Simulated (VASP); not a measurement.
Input of a VASP 6.6.1 run:

INCAR

```
PREC = Accurate
ENCUT = 520
EDIFF = 1E-7
ISMEAR = 0
SIGMA = 0.15
LREAL = F
LASPH = T
NELM = 100
ALGO = Normal
ISIF = 2
LWAVE = F
LCHARG = T
GGA = PS
LELF = T
LVHAR = T
NBANDS = 14
```

File KPOINTS:

```
Automatic mesh
0
Gamma
  16 16 16
```

The input POSCAR:

```
HfN
1.0
    0.0000000000      2.6512077600      2.3566291200
    2.6512077600      0.0000000000      2.3566291200
    2.6512077600      2.6512077600      0.0000000000
Hf N
1 1
Direct
    0.0000000000      0.0000000000      0.0000000000
    0.7500000000      0.7500000000      0.7500000000
```

Potentials or basis: VASP PAW PBE potentials, release 64 (Hf_pv, N).

Run with:

```sh
$ cat potpaw_PBE.64/Hf_pv/POTCAR potpaw_PBE.64/N/POTCAR > POTCAR
$ mpirun -np 1 vasp_std > vasp.out
```

(1) What does it give for the pressure?

## Answers

(1) -22.8 GPa.

Caveat: the cell differs from its parent crystal (strain +0.080 along x and y, -0.040 along z); the PAW data sets were made with another functional, which shifts forces and pressure a little.
